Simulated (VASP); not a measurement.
# CdSnTe2 (R-3m) in VASP: notebook

Runs on CdSnTe2. Level: LDA. Tasks: single point.

All numbers are computed with VASP 6.6.1; they aren't measurements. Logs are shortened: lines on timing, memory, paths and dates and some standing lists are left out, and cuts for length are marked.

## 1. The cell of the first run

Symmetry: R-3m, No. 166, trigonal system. Conventional cell: a = 4.484 Å, b = 4.484 Å, c = 21.323 Å, α = 90.00°, β = 90.00°, γ = 120.00°. Te (site symmetry 3m) has 3 Cd at 3.09 Å and 3 Sn at 3.19 Å within 4.1 Å. Sn (site symmetry -3m) has 6 Te at 3.19 Å within 4.2 Å. Within 4.1 Å of Cd (site symmetry -3m) lie 6 Te at 3.09 Å.

## 2. Single point, LDA

File INCAR:

```
PREC = Accurate ; ENCUT = 520
EDIFF = 1E-7 ; ISMEAR = 0
SIGMA = 0.1 ; LREAL = False
LASPH = True ; NELM = 80
ALGO = Normal ; ISIF = 2
LWAVE = False ; LCHARG = False
NBANDS = 27
```

File KPOINTS:

```
regular mesh
0
Gamma
  6 6 6
```

File POSCAR:

```
CdSnTe2
1.0
    2.2419870046      1.2944118006      7.1076178158
   -2.2419870046      1.2944118006      7.1076178158
    0.0000000000     -2.5888236013      7.1076178158
Te Sn Cd
2 1 1
Direct
    0.2544020000      0.2544020000      0.2544020000
    0.7455980000      0.7455980000      0.7455980000
    0.5000000000      0.5000000000      0.5000000000
    0.0000000000      0.0000000000      0.0000000000
```

Potentials or basis: VASP PAW LDA potentials, release 64 (Te, Sn_d, Cd).

The run is started by

```sh
$ cat potpaw_LDA.64/Te/POTCAR potpaw_LDA.64/Sn_d/POTCAR potpaw_LDA.64/Cd/POTCAR > POTCAR
$ mpirun -np 1 vasp_std > vasp.out
```

OUTCAR:

```text
PREC = Accurate
   ENCUT = 520
   EDIFF = 1E-7
   ISMEAR = 0
   LREAL = False
   LASPH = True
   NELM = 80
   ISIF = 2

 ion  position               nearest neighbor table
   1  0.254  0.254  0.254-   4 3.09   4 3.09   4 3.09   3 3.19   3 3.19   3 3.19
   2  0.746  0.746  0.746-   4 3.09   4 3.09   4 3.09   3 3.19   3 3.19   3 3.19
   3  0.500  0.500  0.500-   1 3.19   1 3.19   2 3.19   2 3.19   1 3.19   2 3.19
   4  0.000  0.000  0.000-   2 3.09   2 3.09   1 3.09   1 3.09   2 3.09   1 3.09

  LATTYP: Found a trigonal (rhomboedric) cell.
 ALAT       =     7.5644060344
 COS(alpha) =     0.8243102145

  Lattice vectors:

 A1 = (   2.2419870046,   1.2944118006,   7.1076178158)
 A2 = (  -2.2419870046,   1.2944118006,   7.1076178158)
 A3 = (   0.0000000000,  -2.5888236013,   7.1076178158)

Analysis of symmetry for initial positions (statically):
=====================================================================
 Subroutine PRICEL returns:
 Original cell was already a primitive cell.

 Routine SETGRP: Setting up the symmetry group for a
 trigonal (rhombohedral) supercell.

 Subroutine GETGRP returns: Found 12 space group operations
 (whereof 12 operations were pure point group operations)
 out of a pool of 12 trial point group operations.

The static configuration has the point symmetry D_3d.

Analysis of symmetry for dynamics (positions and initial velocities):
=====================================================================
 Subroutine PRICEL returns:
 Original cell was already a primitive cell.

 Routine SETGRP: Setting up the symmetry group for a
 trigonal (rhombohedral) supercell.

 Subroutine GETGRP returns: Found 12 space group operations
 (whereof 12 operations were pure point group operations)
 out of a pool of 12 trial point group operations.

The dynamic configuration has the point symmetry D_3d.

 Subroutine INISYM returns: Found 12 space group operations
 (whereof 12 operations are pure point group operations),
 and found     1 'primitive' translations

----------------------------------------------------------------------------------------

                                     Primitive cell

  volume of cell :     123.7602

  direct lattice vectors                    reciprocal lattice vectors
     2.241987005  1.294411801  7.107617816     0.223016458  0.128758612  0.046898038
    -2.241987005  1.294411801  7.107617816    -0.223016458  0.128758612  0.046898038
     0.000000000 -2.588823601  7.107617816     0.000000000 -0.257517224  0.046898038

  length of vectors
     7.564406034  7.564406034  7.564406034     0.261752835  0.261752835  0.261752835

  position of ions in fractional coordinates (direct lattice)
     0.254402000  0.254402000  0.254402000
     0.745598000  0.745598000  0.745598000
     0.500000000  0.500000000  0.500000000
     0.000000000  0.000000000  0.000000000

  ion indices of the primitive-cell ions
   primitive index   ion index
                 1           1
                 2           2
                 3           3
                 4           4

----------------------------------------------------------------------------------------

 KPOINTS: regular mesh

Automatic generation of k-mesh.
 Grid dimensions read from file:
 generate k-points for:    6    6    6

 Generating k-lattice:

  Cartesian coordinates                     Fractional coordinates (reciprocal lattice)
     0.037169410  0.021459769  0.007816340     0.166666667  0.000000000  0.000000000
    -0.037169410  0.021459769  0.007816340     0.000000000  0.166666667  0.000000000
     0.000000000 -0.042919537  0.007816340    -0.000000000 -0.000000000  0.166666667

  Length of vectors
     0.043625472  0.043625472  0.043625472

  Shift w.r.t. Gamma in fractional coordinates (k-lattice)
     0.000000000  0.000000000  0.000000000

 Subroutine IBZKPT returns following result:
 ===========================================

 Found     32 irreducible k-points:

 Following reciprocal coordinates:
            Coordinates               Weight
  0.000000  0.000000  0.000000      1.000000
  0.166667  0.000000  0.000000      6.000000
  0.333333 -0.000000  0.000000      6.000000
  0.500000 -0.000000 -0.000000      3.000000
  0.166667  0.166667  0.000000      6.000000
  0.333333  0.166667 -0.000000     12.000000
[... 16 lines left out ...]
  0.500000  0.500000  0.166667      6.000000
 -0.333333  0.500000  0.166667     12.000000
 [... further k-points ...]
   k-points           NKPTS =     32   k-points in BZ     NKDIM =     32   number of bands    NBANDS=     27
   number of dos      NEDOS =    301   number of ions     NIONS =      4
   total plane-waves  NPLWV = 175616
   dimension x,y,z NGX =    56 NGY =   56 NGZ =   56
   dimension x,y,z NGXF=   112 NGYF=  112 NGZF=  112
   ions per type =               2   1   1
   NGX,Y,Z   is equivalent  to a cutoff of  12.31, 12.31, 12.31 a.u.
   NGXF,Y,Z  is equivalent  to a cutoff of  24.61, 24.61, 24.61 a.u.
 SYSTEM =  unknown system
   PREC   = accura    normal or accurate (medium, high low for compatibility)
   ISTART =      0    job   : 0-new  1-cont  2-samecut
   ICHARG =      2    charge: 1-file 2-atom 10-const
   ISPIN  =      1    spin polarized calculation?
   LNONCOLLINEAR =      F non collinear calculations
   LSORBIT =      F    spin-orbit coupling
   LASPH  =      T    aspherical Exc in radial PAW
   ENCUT  =  520.0 eV  38.22 Ry    6.18 a.u.  14.06 14.06 14.06*2*pi/ulx,y,z
   NELM   =     80;   NELMIN=  2; NELMDL= -5     # of ELM steps
   EDIFF  = 0.1E-06   stopping-criterion for ELM
   LREAL  =      F    real-space projection
   EDIFFG = 0.1E-05   stopping-criterion for IOM
   NSW    =      0    number of steps for IOM
   IBRION =     -1    ionic relax: 0-MD 1-quasi-New 2-CG
   NFREE  =      0    steps in history (QN), initial steepest desc. (CG)
   ISIF   =      2    stress and relaxation
   ISYM   =      2    0-nonsym 1-usesym 2-fastsym
   POTIM  = 0.5000    time-step for ionic-motion
   TEBEG  =    0.0;   TEEND  =   0.0 temperature during run
   PSTRESS=    0.0 pullay stress
   NELECT =      38.0000    total number of electrons
   NUPDOWN=      -1.0000    fix difference up-down
   EMIN   =  10.00;   EMAX   =-10.00  energy-range for DOS
   EFERMI =   0.00;   METHOD = LEGACY
   ISMEAR =     0;   SIGMA  =   0.10  broadening in eV -4-tet -1-fermi 0-gaus
   EFERMI_NEDOS =   21; number of points for ismear=-14 and -15
   IALGO  =     38    algorithm
   IMIX   =      4    mixing-type and parameters
     AMIX     =   0.40;   BMIX     =  1.00
     AMIX_MAG =   1.60;   BMIX_MAG =  1.00
  volume/ion in A,a.u.               =      30.94       208.79
  Fermi-wavevector in a.u.,A,eV,Ry     =   1.104441  2.087090 16.596241  1.219789
  Thomas-Fermi vector in A             =   2.240914
   LORBIT       =      0    0 simple, 1 ext, 2 COOP (PROOUT), +10 PAW based schemes
   GGA     = CA    functional components
   LHFCALC =     F    Hartree Fock is set to
   AEXX    =    0.0000 exact exchange contribution
   IVDW    =     0    specifies the selected vdW correction
   LEPSILON=     F    determine dielectric tensor
   LRPA    =     F    only Hartree local field effects (RPA)
 non-spin polarized calculation
 Gauss-broadening in eV      SIGMA  =   0.10
  energy-cutoff  :      520.00
  volume of cell :      123.76
 maximum number of plane-waves:      3356
   NGX = 29   NGY = 29   NGZ = 29

 number of electron      38.0000000 magnetization

 Free energy of the ion-electron system (eV)
  ---------------------------------------------------
  ext. energy  EPLUGINS =         0.00000000
  ---------------------------------------------------
  free energy    TOTEN  =       -14.48244296 eV

  energy without entropy =      -14.47805289  energy(sigma->0) =      -14.48024792

 E-fermi :   4.9748     XC(G=0):  -9.7051

 val. band max:        4.8727544273   @ k =   0.3333   0.1667   0.1667
 cond. band min:       4.9884376465   @ k =  -0.1667   0.1667   0.0000
 fundamental gap:      0.1156832192
 Fermi energy:         4.9748335117

 k-point     1 :       0.0000    0.0000    0.0000
  band No.  band energies     occupation
      1     -16.5543      2.00000
      2     -16.5543      2.00000
      3     -16.5442      2.00000
      4     -16.5431      2.00000
      5     -16.5431      2.00000
      6      -7.0979      2.00000
[... 19 lines left out ...]
     26      10.5017      0.00000
     27      10.6567      0.00000

 k-point     2 :       0.1667    0.0000    0.0000
  band No.  band energies     occupation
      1     -16.5559      2.00000
      2     -16.5533      2.00000
      3     -16.5440      2.00000
      4     -16.5427      2.00000
      5     -16.5423      2.00000
      6      -6.9077      2.00000
[... 19 lines left out ...]
     26      10.1011      0.00000
     27      10.4874      0.00000

 k-point     3 :       0.3333   -0.0000    0.0000
  band No.  band energies     occupation
      1     -16.5595      2.00000
      2     -16.5521      2.00000
      3     -16.5452      2.00000
      4     -16.5401      2.00000
      5     -16.5400      2.00000
      6      -6.4366      2.00000
[... 19 lines left out ...]
     26      10.4878      0.00000
     27      11.3254      0.00000

 k-point     4 :       0.5000   -0.0000   -0.0000
  band No.  band energies     occupation
      1     -16.5613      2.00000
      2     -16.5518      2.00000
      3     -16.5458      2.00000
      4     -16.5387      2.00000
      5     -16.5385      2.00000
      6      -6.0913      2.00000
[... 19 lines left out ...]
     26      10.6142      0.00000
     27      10.8521      0.00000
[... 516 lines left out ...]
      4     -16.5403      2.00000
      5     -16.5386      2.00000
      6      -6.1071      2.00000
[... 19 lines left out ...]
     26      11.7525      0.00000
     27      12.3146      0.00000

 k-point    23 :       0.5000    0.5000    0.1667
  band No.  band energies     occupation
      1     -16.5595      2.00000
      2     -16.5521      2.00000
      3     -16.5452      2.00000
      4     -16.5401      2.00000
      5     -16.5400      2.00000
      6      -6.2612      2.00000
[... 19 lines left out ...]
     26      11.0915      0.00000
     27      11.2883      0.00000

 k-point    24 :      -0.3333    0.5000    0.1667
  band No.  band energies     occupation
      1     -16.5595      2.00000
      2     -16.5533      2.00000
      3     -16.5443      2.00000
      4     -16.5403      2.00000
      5     -16.5386      2.00000
      6      -6.0501      2.00000
[... 19 lines left out ...]
     26      10.9951      0.00000
     27      11.2904      0.00000

 [... further k-points ...]
[... 5 lines left out ...]
  --------------------------------------------------------------------------------------
  -------------------------------------------------------------------------------------
  Total       -3.2712975     -3.2712975     -3.0257726      0.0000000      0.0000000      0.0000000
  in kB      -42.3496426    -42.3496426    -39.1711202      0.0000000      0.0000000      0.0000000
  external PRESSURE =     -41.2901351 kB  Pullay stress =       0.0000000 kB

 VOLUME and BASIS-vectors are now :
 -----------------------------------------------------------------------------
  energy-cutoff  :      520.00
  volume of cell :      123.76
      direct lattice vectors                 reciprocal lattice vectors
     2.241987005  1.294411801  7.107617816     0.223016458  0.128758612  0.046898038
    -2.241987005  1.294411801  7.107617816    -0.223016458  0.128758612  0.046898038
     0.000000000 -2.588823601  7.107617816     0.000000000 -0.257517224  0.046898038

 POSITION                                       TOTAL-FORCE (eV/Angst)
 -----------------------------------------------------------------------------------
      0.00000     -0.00000      5.42458         0.000000     -0.000000      0.072887
      0.00000     -0.00000     15.89828         0.000000      0.000000     -0.072887
      0.00000     -0.00000     10.66143         0.000000      0.000000     -0.000000
      0.00000      0.00000      0.00000         0.000000      0.000000      0.000000
 -----------------------------------------------------------------------------------
    total drift:                                0.000000      0.000000      0.000000

  FREE ENERGIE OF THE ION-ELECTRON SYSTEM (eV)
  ---------------------------------------------------
  free  energy   TOTEN  =       -14.4824429606 eV

  energy  without entropy=      -14.4780528866  energy(sigma->0) =      -14.48024792
```

Run time: 3.4 min. Hardware: 1 thread of Intel Xeon Platinum 8488C (Sapphire Rapids), shared host; peak memory 0.39 GiB.

What came out:

| Property | Result |
| --- | --- |
| Free energy | -14.4824 eV |
| Pressure | -4.1 GPa |
| Largest force | 0.073 eV/Å |
| Band gap on the k mesh | zero (band 19 reaches 5.02 eV, above the bottom of band 20 at 4.51 eV) |

Forces on the atoms (eV/Å):
```
Te   0.000  0.000  0.073
Te   0.000  0.000 -0.073
Sn   0.000  0.000  0.000
Cd   0.000  0.000  0.000
```

Levels at points of the mesh, in eV from the Fermi level:
| k point | band 15 | band 16 | band 17 | band 18 | band 19 | band 20 | band 21 | band 22 | band 23 | band 24 |
| --- | --- | --- | --- | --- | --- | --- | --- | --- | --- | --- |
| (0.00, 0.00, 0.00) | -1.40 | -1.40 | -1.26 | -1.01 | -1.01 | 1.05 | 1.53 | 1.53 | 2.24 | 5.08 |
| (0.50, 0.00, 0.00) | -3.07 | -3.05 | -2.28 | -2.13 | -1.31 | -0.46 | 3.19 | 3.40 | 3.98 | 5.24 |
| (0.50, 0.50, 0.00) | -3.77 | -2.95 | -2.78 | -0.92 | -0.86 | 1.12 | 1.70 | 1.95 | 2.43 | 3.17 |
| (0.50, 0.50, 0.50) | -1.31 | -1.31 | -1.20 | -1.20 | 0.05 | 0.56 | 2.09 | 2.09 | 3.24 | 3.40 |

Caveat: spin-orbit coupling is left out, which moves the levels of the heavy elements.

(Continued in part 2 of 2.)
